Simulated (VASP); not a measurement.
**MgS: single point with PBE**

MgS:

```
CELL_PARAMETERS angstrom
5.22059 0.00000 -5.22059
0.00000 5.22059 -5.22059
5.22059 5.22059 0.00000
ATOMIC_POSITIONS crystal
Mg 0.48412 0.50156 0.01186
Mg 0.48276 0.48942 0.52429
Mg 0.55113 0.99136 0.97889
Mg 0.48210 0.00813 0.49365
Mg 0.98119 0.50598 0.00314
Mg 0.03239 0.49645 0.47401
Mg 0.99206 0.99621 0.01705
Mg 0.99410 0.98745 0.50213
S 0.22765 0.24645 0.76632
S 0.26500 0.24985 0.21924
S 0.24743 0.75361 0.74463
S 0.26197 0.77610 0.23526
S 0.76191 0.25307 0.74538
S 0.74098 0.24479 0.27470
S 0.72796 0.74787 0.75506
S 0.76720 0.74605 0.25561
```

This cell differs from its parent crystal: dynamics (nve) at 450 K, volume x 1.01, from the last frame before.

```
Program             : VASP 6.6.1
Task                : single point
Functional          : PBE
Potentials or basis : VASP PAW PBE potentials, release 64 (Mg, S)
Cutoff              : 400 eV
k mesh              : 2 × 2 × 2, shifted
Occupations         : fermi-dirac, width 0.0388 eV
Spin                : no spin polarisation
```

```
Pressure               : 0.7 GPa
Largest force          : 0.919 eV/Å
Band gap on the k mesh : 3.39 eV
```

Forces in eV/Å, atoms in the order of the input:
```
Mg   0.028 -0.236 -0.407
Mg   0.055 -0.079 -0.184
Mg  -0.371  0.395  0.453
Mg   0.250  0.099  0.013
Mg   0.055 -0.203 -0.017
Mg   0.115  0.279  0.307
Mg  -0.166 -0.068 -0.343
Mg   0.147  0.297 -0.153
S   -0.189 -0.274 -0.703
S    0.269  0.556  0.284
S   -0.097  0.068  0.236
S    0.426 -0.340  0.739
S   -0.113 -0.071  0.004
S   -0.492 -0.009 -0.109
S    0.364 -0.338 -0.472
S   -0.281 -0.077  0.351
```

Stress tensor (GPa, compression positive):
```
 0.45 -0.41  0.30
-0.41  0.54  0.40
 0.30  0.40  1.00
```

Levels at points of the mesh, in eV from the valence-band top:
```tsv
k point	band 29	band 30	band 31	band 32	band 33	band 34	band 35	band 36
(0.25, 0.25, 0.25)	-0.45	-0.41	-0.05	0.00	3.39	3.45	3.48	4.40
```

It took 61 s on 1 thread of Intel Xeon 8259CL, on a shared host, peak memory 0.31 GiB.

Caveat: the atoms stand as in a frame of molecular dynamics; a shifted mesh leaves out Γ, where band edges can lie. A k mesh can miss the band edges.
